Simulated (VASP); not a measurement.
As: single point with r2SCAN

Crystal: As.

```
CELL_PARAMETERS angstrom
2.70812 0.00000 0.00000
0.00000 2.70812 0.00000
0.00000 0.00000 2.70812
ATOMIC_POSITIONS crystal
As 0.00000 0.00000 0.00000
```

```
Program                : VASP 6.6.1
Task                   : single point
Functional             : r2SCAN
Potentials or basis    : VASP PAW PBE potentials, release 64 (As)
Cutoff                 : 550 eV
k mesh                 : 6 × 6 × 6
Occupations            : fermi-dirac, width 0.1 eV
Spin                   : no spin polarisation
Dipole correction      : no
Further INCAR settings : ALGO = Normal; EDIFF = 1e-06; NBANDS = 8
```

```json
{
  "Pressure": "0.5 GPa"
}
```

Levels at points of the mesh, in eV from the Fermi level:
```
           k point  band 1  band 2  band 3  band 4  band 5
(0.00, 0.00, 0.00)  -16.02    3.95    3.95    3.95    8.52
(0.50, 0.00, 0.00)  -12.75   -7.59    6.35    6.35   11.19
(0.50, 0.50, 0.00)   -9.27   -4.90   -4.90    2.53    8.64
(0.50, 0.50, 0.50)   -5.36   -2.41   -2.41   -2.41    6.00
```

It took 29 s on 1 thread of Intel Xeon 8259CL, with other jobs on the host, peak memory 0.14 GiB.

Caveat: the k points lie up to 0.39 Å⁻¹ apart; the PAW data sets were made with another functional, which shifts forces and pressure a little.
